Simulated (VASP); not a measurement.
Set up this calculation in VASP 6.6.1, as the native input.

* Task: single point
* Functional: LDA
* Potentials or basis: VASP PAW LDA potentials, release 64 (Si, C)
* Cutoff: 520 eV
* k mesh: 10 × 10 × 5
* Occupations: fermi-dirac, width 0.05 eV
* Spin: no spin polarisation
* Dipole correction: no
* Further INCAR settings: ALGO = Normal; EDIFF = 1e-06; NBANDS = 16

The structure of SiC (Moissanite) lies in POSCAR:

```
SiC
1.0
    3.0760000000      0.0000000000      0.0000000000
   -1.5380000000      2.6638941420      0.0000000000
    0.0000000000      0.0000000000      5.0480000000
Si C
2 2
Direct
    0.6666666667      0.3333333333      0.5000000000
    0.3333333333      0.6666666667      0.0000000000
    0.6666666667      0.3333333333      0.8850000000
    0.3333333333      0.6666666667      0.3850000000
```

The input as run:

INCAR

```
SYSTEM = SiC
PREC     = Accurate       ! precision mode
ENCUT    = 520            ! plane-wave cutoff, eV
EDIFF    = 1E-6           ! SCF threshold, eV
ISMEAR   = -1             ! smearing method
SIGMA    = 0.05           ! smearing width, eV
LREAL    = .FALSE.        ! projectors in reciprocal space
LASPH    = .TRUE.         ! aspherical terms in the spheres
NELM     = 80             ! most SCF steps
ALGO     = Normal         ! electronic algorithm
ISIF     = 2              ! what is computed and relaxed
LWAVE    = .FALSE.        ! write WAVECAR
LCHARG   = .FALSE.        ! write CHGCAR
NBANDS   = 16             ! bands
```

KPOINTS

```
regular mesh
0
G
  10 10 5
  0 0 0
```

Potentials or basis: VASP PAW LDA potentials, release 64 (Si, C).

The run is started by

```sh
$ cat potpaw_LDA.64/Si/POTCAR potpaw_LDA.64/C/POTCAR > POTCAR
$ mpirun -np 1 vasp_std > vasp.out
```

It gave:

```yaml
Pressure: -3.6 GPa
Largest_force: 0.735 eV/Å
Band_gap_on_the_k_mesh: 2.36 eV, indirect (least direct gap 3.97 eV)
```

Run time: 14 s on 1 thread of Intel(R) Xeon(R) Platinum 8488C (Sapphire Rapids), with other jobs on the host, peak memory 0.14 GiB.
